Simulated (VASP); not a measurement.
# Nb5N (I4/mmm) in VASP: single point with PBE

Aim: the single point of Nb5N with PBE.

Program: VASP 6.6.1. These are calculated values, not measurements. Logs are shortened: lines on timing, memory, paths and dates and some standing lists are left out, and cuts for length are marked.

## (1) The cell of the first run

Symmetry: I4/mmm, No. 139, tetragonal system. The conventional cell has a = 3.248 Å, b = 3.248 Å, c = 18.178 Å, α = 90.00°, β = 90.00°, γ = 90.00°. Nb (site symmetry 4mm) has 1 N at 2.06 Å within 2.7 Å. Within 3.1 Å of Nb (site symmetry 4/mmm) lie 4 N at 2.30 Å and 8 Nb at 3.09 Å. Within 3.8 Å of Nb (site symmetry 4mm) lie 14 Nb at 2.83 to 3.71 Å. Within 2.7 Å of N (site symmetry 4/mmm) lie 6 Nb at 2.06 to 2.30 Å.

## (2) Single point, PBE

File INCAR:

```
SYSTEM = Nb5N
  PREC = Accurate
  ENCUT = 520
  EDIFF = 1E-7
  ISMEAR = 0
  SIGMA = 0.2
  LREAL = .False.
  LASPH = .True.
  NELM = 80
  ALGO = Normal
  ISIF = 2
  LWAVE = .False.
  LCHARG = .False.
  GGA = PE
  NBANDS = 44
```

File KPOINTS:

```
Automatic mesh
0
Gamma
  7 7 7
  0 0 0
```

File POSCAR:

```
Nb5N
1.0
   -1.6241934246      1.6241934246      9.0891811016
    1.6241934246     -1.6241934246      9.0891811016
    1.6241934246      1.6241934246     -9.0891811016
Nb N
5 1
Direct
    0.8865736243      0.8865736243      0.0000000000
    0.1134263757      0.1134263757      0.0000000000
    0.5000000000      0.5000000000      0.0000000000
    0.2958314665      0.2958314665      0.0000000000
    0.7041685335      0.7041685335      0.0000000000
    0.0000000000      0.0000000000      0.0000000000
```

Potentials or basis: VASP PAW PBE potentials, release 64 (Nb_sv, N).

The run is started by

```
> cat potpaw_PBE.64/Nb_sv/POTCAR potpaw_PBE.64/N/POTCAR > POTCAR
> mpirun -np 1 vasp_std > vasp.out
```

OUTCAR:

```text
SYSTEM = Nb5N
   PREC = Accurate
   ENCUT = 520
   EDIFF = 1E-7
   ISMEAR = 0
   LREAL = .False.
   LASPH = .True.
   NELM = 80
   ISIF = 2
   GGA = PE

 ion  position               nearest neighbor table
   1  0.887  0.887  0.000-   6 2.06   4 2.83   4 2.83   4 2.83   4 2.83
   2  0.113  0.113  0.000-   6 2.06   5 2.83   5 2.83   5 2.83   5 2.83
   3  0.500  0.500  0.000-   6 2.30   6 2.30   6 2.30   6 2.30
   4  0.296  0.296  0.000-   1 2.83   1 2.83   1 2.83   1 2.83   5 2.84   5 2.84   5 2.84   5 2.84

   5  0.704  0.704  0.000-   2 2.83   2 2.83   2 2.83   2 2.83   4 2.84   4 2.84   4 2.84   4 2.84

   6  0.000  0.000  0.000-   1 2.06   2 2.06   3 2.30   3 2.30   3 2.30   3 2.30

  LATTYP: Found a body centered tetragonal cell.
 ALAT       =     3.2483868492
 C/A-ratio  =     5.5961198734

  Lattice vectors:

 A1 = (  -1.6241934246,   1.6241934246,   9.0891811016)
 A2 = (   1.6241934246,  -1.6241934246,   9.0891811016)
 A3 = (   1.6241934246,   1.6241934246,  -9.0891811016)

Analysis of symmetry for initial positions (statically):
=====================================================================
 Subroutine PRICEL returns:
 Original cell was already a primitive cell.

 Routine SETGRP: Setting up the symmetry group for a
 body centered tetragonal supercell.

 Subroutine GETGRP returns: Found 16 space group operations
 (whereof 16 operations were pure point group operations)
 out of a pool of 16 trial point group operations.

The static configuration has the point symmetry D_4h.

Analysis of symmetry for dynamics (positions and initial velocities):
=====================================================================
 Subroutine PRICEL returns:
 Original cell was already a primitive cell.

 Routine SETGRP: Setting up the symmetry group for a
 body centered tetragonal supercell.

 Subroutine GETGRP returns: Found 16 space group operations
 (whereof 16 operations were pure point group operations)
 out of a pool of 16 trial point group operations.

The dynamic configuration has the point symmetry D_4h.

 Subroutine INISYM returns: Found 16 space group operations
 (whereof 16 operations are pure point group operations),
 and found     1 'primitive' translations

----------------------------------------------------------------------------------------

                                     Primitive cell

[... 95 lines left out ...]
   LASPH  =      T    aspherical Exc in radial PAW
   ENCUT  =  520.0 eV  38.22 Ry    6.18 a.u.  17.43 17.43 17.43*2*pi/ulx,y,z
   NELM   =     80;   NELMIN=  2; NELMDL= -5     # of ELM steps
   EDIFF  = 0.1E-06   stopping-criterion for ELM
   LREAL  =      F    real-space projection
   EDIFFG = 0.1E-05   stopping-criterion for IOM
   NSW    =      0    number of steps for IOM
   IBRION =     -1    ionic relax: 0-MD 1-quasi-New 2-CG
   NFREE  =      0    steps in history (QN), initial steepest desc. (CG)
   ISIF   =      2    stress and relaxation
   ISYM   =      2    0-nonsym 1-usesym 2-fastsym
   POTIM  = 0.5000    time-step for ionic-motion
   TEBEG  =    0.0;   TEEND  =   0.0 temperature during run
   PSTRESS=    0.0 pullay stress
   NELECT =      70.0000    total number of electrons
   NUPDOWN=      -1.0000    fix difference up-down
   EMIN   =  10.00;   EMAX   =-10.00  energy-range for DOS
   EFERMI =   0.00;   METHOD = LEGACY
   ISMEAR =     0;   SIGMA  =   0.20  broadening in eV -4-tet -1-fermi 0-gaus
   EFERMI_NEDOS =   21; number of points for ismear=-14 and -15
   IALGO  =     38    algorithm
   IMIX   =      4    mixing-type and parameters
     AMIX     =   0.40;   BMIX     =  1.00
     AMIX_MAG =   1.60;   BMIX_MAG =  1.00
  volume/ion in A,a.u.               =      15.98       107.87
  Fermi-wavevector in a.u.,A,eV,Ry     =   1.473966  2.785392 29.559683  2.172575
  Thomas-Fermi vector in A             =   2.588795
   LORBIT       =      0    0 simple, 1 ext, 2 COOP (PROOUT), +10 PAW based schemes
   GGA     = PE    functional components
   LHFCALC =     F    Hartree Fock is set to
   AEXX    =    0.0000 exact exchange contribution
   IVDW    =     0    specifies the selected vdW correction
   LEPSILON=     F    determine dielectric tensor
   LRPA    =     F    only Hartree local field effects (RPA)
 non-spin polarized calculation
 Gauss-broadening in eV      SIGMA  =   0.20
  energy-cutoff  :      520.00
  volume of cell :       95.91
 maximum number of plane-waves:      2605
 NGX is ok and might be reduce to    70
   NGX = 35   NGY = 35   NGZ = 35

 number of electron      70.0000000 magnetization

 Free energy of the ion-electron system (eV)
  ---------------------------------------------------
  ext. energy  EPLUGINS =         0.00000000
  ---------------------------------------------------
  free energy    TOTEN  =       -61.85152520 eV

  energy without entropy =      -61.78609058  energy(sigma->0) =      -61.81880789

 E-fermi :  11.3870     XC(G=0): -12.5464

 val. band max:       11.3606528664   @ k =  -0.4286   0.4286   0.4286
 cond. band min:      11.4882636804   @ k =   0.2857   0.1429  -0.0000
 fundamental gap:      0.1276108140
 Fermi energy:        11.3870048433

 k-point     1 :       0.0000    0.0000    0.0000
  band No.  band energies     occupation
      1     -44.1537      2.00000
      2     -43.3203      2.00000
      3     -43.3103      2.00000
      4     -42.8646      2.00000
      5     -42.6510      2.00000
      6     -20.2395      2.00000
[... 1117 lines left out ...]
     43      14.6612      0.00000
     44      15.3930      0.00000

 [... further k-points ...]
[... 5 lines left out ...]
  --------------------------------------------------------------------------------------
  -------------------------------------------------------------------------------------
  Total       -0.2846282     -0.2846282      0.0501119      0.0000000      0.0000000      0.0000000
  in kB       -4.7547555     -4.7547555      0.8371267      0.0000000      0.0000000      0.0000000
  external PRESSURE =      -2.8907948 kB  Pullay stress =       0.0000000 kB

 VOLUME and BASIS-vectors are now :
 -----------------------------------------------------------------------------
  energy-cutoff  :      520.00
  volume of cell :       95.91
      direct lattice vectors                 reciprocal lattice vectors
    -1.624193425  1.624193425  9.089181102     0.000000000  0.307845108  0.055010456
     1.624193425 -1.624193425  9.089181102     0.307845108  0.000000000  0.055010456
     1.624193425  1.624193425 -9.089181102     0.307845108  0.307845108  0.000000000

 POSITION                                       TOTAL-FORCE (eV/Angst)
 -----------------------------------------------------------------------------------
      0.00000      0.00000     16.11646        -0.000000     -0.000000      0.041718
      0.00000      0.00000      2.06191        -0.000000     -0.000000     -0.041718
      0.00000      0.00000      9.08918        -0.000000     -0.000000      0.000000
      0.00000      0.00000      5.37773         0.000000      0.000000     -0.059350
      0.00000      0.00000     12.80063         0.000000      0.000000      0.059350
      0.00000      0.00000      0.00000        -0.000000     -0.000000     -0.000000
 -----------------------------------------------------------------------------------
    total drift:                               -0.000000      0.000000     -0.000000

  FREE ENERGIE OF THE ION-ELECTRON SYSTEM (eV)
  ---------------------------------------------------
  free  energy   TOTEN  =       -61.8515252028 eV

  energy  without entropy=      -61.7860905811  energy(sigma->0) =      -61.81880789
```

OSZICAR:

```text
N       E                     dE             d eps       ncg     rms          rms(c)
DAV:   1     0.947877080401E+03    0.94788E+03   -0.38685E+04  3528   0.169E+03
DAV:   2     0.215543818727E+02   -0.92632E+03   -0.90528E+03  3976   0.707E+02
DAV:   3    -0.615469038287E+02   -0.83101E+02   -0.80966E+02  6112   0.151E+02
DAV:   4    -0.671434518381E+02   -0.55965E+01   -0.55391E+01  5944   0.356E+01
DAV:   5    -0.674790635728E+02   -0.33561E+00   -0.33421E+00  5896   0.868E+00    0.190E+01
DAV:   6    -0.635382033183E+02    0.39409E+01   -0.41902E+01  5304   0.356E+01    0.916E+00
DAV:   7    -0.625552239389E+02    0.98298E+00   -0.23599E+01  5656   0.222E+01    0.568E+00
DAV:   8    -0.618398004032E+02    0.71542E+00   -0.36371E+00  5752   0.115E+01    0.292E+00
DAV:   9    -0.618460623525E+02   -0.62619E-02   -0.54024E-01  5368   0.465E+00    0.161E+00
DAV:  10    -0.618605766464E+02   -0.14514E-01   -0.21805E-01  5696   0.303E+00    0.118E+00
DAV:  11    -0.618528210693E+02    0.77556E-02   -0.78925E-02  5624   0.203E+00    0.347E-01
DAV:  12    -0.618515134420E+02    0.13076E-02   -0.15413E-02  5784   0.821E-01    0.585E-02
DAV:  13    -0.618515101019E+02    0.33401E-05   -0.12202E-03  5888   0.218E-01    0.505E-02
DAV:  14    -0.618515287409E+02   -0.18639E-04   -0.11027E-04  6088   0.831E-02    0.133E-02
DAV:  15    -0.618515253652E+02    0.33758E-05   -0.11287E-05  5896   0.190E-02    0.664E-03
DAV:  16    -0.618515261353E+02   -0.77017E-06   -0.32505E-06  5456   0.133E-02    0.267E-03
DAV:  17    -0.618515252436E+02    0.89175E-06   -0.29293E-07  3824   0.404E-03    0.114E-03
DAV:  18    -0.618515252028E+02    0.40802E-07   -0.49952E-08  2944   0.198E-03
   1 F= -.61851525E+02 E0= -.61818808E+02  d E =-.654346E-01
```

stdout:

```text
POSCAR found type information on POSCAR NbN
 POSCAR found :  2 types and       6 ions
 scaLAPACK will be used
 LDA part: xc-table for (Slater+PW92), standard interpolation
 POSCAR, INCAR and KPOINTS ok, starting setup
 FFT: planning ... GRIDC
 FFT: planning ... GRID_SOFT
 FFT: planning ... GRID
 WAVECAR not read
 entering main loop
```

It took 12 min on 1 thread of Intel Xeon 6975P-C (Granite Rapids), shared host; peak memory 0.7 GiB.

What came out:

- Free energy: -61.8515 eV
- Pressure: -0.3 GPa
- Largest force: 0.059 eV/Å
- Band gap on the k mesh: zero (bands 35 and 36 overlap by 1.17 eV)

Forces in eV/Å, atoms in the order of the input:
```
Nb   0.000  0.000  0.042
Nb   0.000  0.000 -0.042
Nb   0.000  0.000  0.000
Nb   0.000  0.000 -0.059
Nb   0.000  0.000  0.059
N    0.000  0.000  0.000
```

Stress tensor (GPa, compression positive):
```
-0.48  0.00  0.00
 0.00 -0.48  0.00
 0.00  0.00  0.08
```

Levels at points of the mesh, in eV from the Fermi level:
| k point | band 31 | band 32 | band 33 | band 34 | band 35 | band 36 | band 37 | band 38 | band 39 | band 40 |
| --- | --- | --- | --- | --- | --- | --- | --- | --- | --- | --- |
| (0.00, 0.00, 0.00) | -1.46 | -0.42 | -0.42 | -0.35 | 0.45 | 0.50 | 0.50 | 1.15 | 1.15 | 1.21 |
